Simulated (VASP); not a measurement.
Write the native input for VASP 6.6.1 that does the following.

| Item | Value |
| --- | --- |
| Task | single point |
| Functional | PBE |
| Potentials or basis | VASP PAW PBE potentials, release 64 (Cu, Cl) |
| Cutoff | 600 eV |
| k mesh | 8 × 8 × 8 |
| Occupations | fermi-dirac, width 0.1 eV |
| Spin | no spin polarisation |
| Dipole correction | no |
| Further INCAR settings | ALGO = Normal; EDIFF = 1e-06; NBANDS = 16 |

The structure of CuCl (zinc blende type) lies in POSCAR:

```
CuCl
1.0
    0.0000000000      2.7100000000      2.7100000000
    2.7100000000      0.0000000000      2.7100000000
    2.7100000000      2.7100000000      0.0000000000
Cu Cl
1 1
Direct
    0.0000000000      0.0000000000      0.0000000000
    0.2500000000      0.2500000000      0.2500000000
```

These files were run (other wordings do the same):

INCAR

```
  PREC = Accurate
  ENCUT = 600
  EDIFF = 1E-6
  ISMEAR = -1
  SIGMA = 0.1
  LREAL = False
  LASPH = True
  NELM = 120
  ALGO = Normal
  ISIF = 2
  LWAVE = False
  LCHARG = True
  GGA = PE
  LELF = True
  LVHAR = True
  NBANDS = 16
  GGA_COMPAT = False
```

KPOINTS

```
Automatic mesh
0
Gamma
  8 8 8
```

Potentials or basis: VASP PAW PBE potentials, release 64 (Cu, Cl).

The run is started by

```console
$ cat potpaw_PBE.64/Cu/POTCAR potpaw_PBE.64/Cl/POTCAR > POTCAR
$ mpirun -np 1 vasp_std > vasp.out
```

It gave:

```json
{
 "Pressure": "0.3 GPa",
 "Band gap on the k mesh": "0.54 eV"
}
```

Caveat: semilocal functionals underestimate gaps, and a narrow one can read as zero.

Wall time 45 s on 1 thread of Intel Xeon 8259CL (shared host), peak memory 0.18 GiB.
